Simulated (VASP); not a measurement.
The system is Ba8H.

```
Ba H
1.0
     0.00000    6.36604    6.36604
     6.36604    0.00000    6.36604
     6.36604    6.36604    0.00000
Ba H
8 1
Direct
  0.00000 0.00000 0.00000
  0.00000 0.00000 0.50000
  0.00000 0.50000 0.00000
  0.00000 0.50000 0.50000
  0.50000 0.00000 0.00000
  0.50000 0.00000 0.50000
  0.50000 0.50000 0.00000
  0.50000 0.50000 0.50000
  0.12500 0.12500 0.12500
```

* Program: VASP 6.6.1
* Task: relaxation of cell and atoms
* Functional: PBE
* Potentials or basis: VASP PAW PBE potentials, release 64 (Ba_sv, H)
* Cutoff: 600 eV
* k mesh: 4 × 4 × 4
* Occupations: gaussian, width 0.1 eV
* Spin: no spin polarisation

At the start: pressure -0.1 GPa; volume 57.33 Å³/atom.

**Question.** Where does the relaxation end?

**Answer.** Over 8 steps the energy falls by 18.2 meV/atom and the volume is 57.40 Å³/atom (+0.1 %); space group F-43m (No. 216, to 0.05 Å).

Step by step:
```csv
step,energy change (eV),largest force (eV/Å),pressure (GPa),volume (Å³)
1,0.0000,0.5382,-0.14,515.99
2,-0.0540,0.4471,-0.07,512.17
3,-0.1413,0.1335,0.22,500.85
4,-0.1435,0.0569,0.30,498.45
5,-0.1606,0.0321,0.11,509.78
6,-0.1634,0.0336,0.00,516.82
7,-0.1634,0.0335,0.01,516.45
8,-0.1638,0.0246,0.01,516.56
```

Final structure:
```
CELL_PARAMETERS angstrom
0.00000 6.36841 6.36841
6.36841 0.00000 6.36841
6.36841 6.36841 0.00000
ATOMIC_POSITIONS crystal
Ba 0.00668 0.00668 0.00668
Ba 0.00668 0.00668 0.47996
Ba 0.00668 0.47996 0.00668
Ba 0.99931 0.50023 0.50023
Ba 0.47996 0.00668 0.00668
Ba 0.50023 0.99931 0.50023
Ba 0.50023 0.50023 0.99931
Ba 0.50023 0.50023 0.50023
H 0.12500 0.12500 0.12500
```
